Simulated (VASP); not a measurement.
Hf:

```
Hf
1.0
     0.00000    2.22000    2.22000
     2.22000    0.00000    2.22000
     2.22000    2.22000    0.00000
Hf
1
Direct
  0.00000 0.00000 0.00000
```

| Quantity | Value |
| --- | --- |
| Program | VASP 6.6.1 |
| Task | relaxation of cell and atoms |
| Functional | revPBE |
| Dispersion | D4 |
| Potentials or basis | VASP PAW PBE potentials, release 64 (Hf_pv) |
| Cutoff | 600 eV |
| k mesh | 10 × 10 × 10 |
| Occupations | fermi-dirac, width 0.05 eV |
| Spin | no spin polarisation |

At the start: pressure 2.7 GPa; volume 21.88 Å³/atom.

Q: Where does the relaxation end?

A: Over 3 steps the energy falls by 4.7 meV/atom and the volume is 22.45 Å³/atom (+2.6 %); space group Fm-3m (No. 225, to 0.05 Å).

Step by step:
| step | energy change (eV) | largest force (eV/Å) | pressure (GPa) | volume (Å³) |
| --- | --- | --- | --- | --- |
| 1 | 0.0000 | 0.0000 | 2.73 | 21.88 |
| 2 | 0.0007 | 0.0000 | -2.70 | 23.09 |
| 3 | -0.0047 | 0.0000 | 0.00 | 22.45 |

Final structure:
```yaml
crystal:
  lattice:
    - [0.00000, 2.23912, 2.23912]
    - [2.23912, 0.00000, 2.23912]
    - [2.23912, 2.23912, 0.00000]
  atoms:
    - { symbol: Hf, position: [0.00000, 0.00000, 0.00000] }
```

Caveat: the PAW data sets were made with another functional, which shifts forces and pressure a little; pairwise dispersion overbinds metals, which lowers pressure and volume.
